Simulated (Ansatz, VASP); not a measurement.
# MgO: VASP beside Ansatz

Contents of INCAR:

```
ALGO = Normal ; EDIFF = 1E-6
ENCUT = 520 ; GGA = PE
ISIF = 2 ; ISMEAR = 0
LASPH = T ; LCHARG = F
LREAL = F ; LWAVE = F
NBANDS = 16 ; NELM = 100
PREC = Accurate ; SIGMA = 0.05
```

File KPOINTS:

```
k-points
0
Gamma
  9 9 6
```

File POSCAR:

```
MgO
1.0
    3.6140780809      0.0000000000      0.0000000000
   -1.8070390405      3.1298834293      0.0000000000
    0.0000000000      0.0000000000      4.2819597102
Mg O
2 2
Direct
    0.6666666667      0.3333333333      0.7500000000
    0.3333333333      0.6666666667      0.2500000000
    0.6666666667      0.3333333333      0.2500000000
    0.3333333333      0.6666666667      0.7500000000
```

Input for Ansatz:

```yaml
crystal:
  lattice:
    - [3.6140780809, 0.0, 0.0]
    - [-1.8070390405, 3.1298834293, 0.0]
    - [0.0, 0.0, 4.2819597102]
  atoms:
    - { symbol: Mg, position: [0.6666666667, 0.3333333333, 0.75] }
    - { symbol: Mg, position: [0.3333333333, 0.6666666667, 0.25] }
    - { symbol: O, position: [0.6666666667, 0.3333333333, 0.25] }
    - { symbol: O, position: [0.3333333333, 0.6666666667, 0.75] }
basis:
  ecutwfc: 520.0
kpoints:
  mp_grid: { grid: [9, 9, 6] }
hamiltonian:
  xc: pbe
  pseudopotentials: { kind: paw, azcp: { folder: soft_1 } }
scf:
  occupations: { method: gaussian, width: 0.05 }
output:
  forces: true
  stress: true
  eigenvalues: true
```

Alike in both runs: task single point; functional PBE; k mesh 9 × 9 × 6; occupations gaussian, width 0.05 eV; no spin polarisation.

|  | VASP | Ansatz |
| --- | --- | --- |
| version | VASP 6.6.1 | Ansatz 0.2.0 |
| potentials or method | VASP PAW PBE potentials, release 64 (Mg, O), cutoff 520 eV | scalar-relativistic, plane waves, PAW |
| valence electrons in the cell | 16 | 32 |

```csv
,VASP,Ansatz,Ansatz less VASP
gap on the k mesh at the Fermi level (eV),2.98,3.00,+0.020
least direct gap on the mesh (eV),2.98,3.00,+0.020
pressure (GPa),-7.2,-6.7,+0.57
"traceless stress, the component that is largest in VASP (GPa)",0.81,0.89,+0.086
```

The functional is the same, so the differences come from potentials, cutoffs and numerics. VASP's potentials hold 16 valence electrons a cell and Ansatz's 32, so a difference there can come from the potentials and not from the codes.
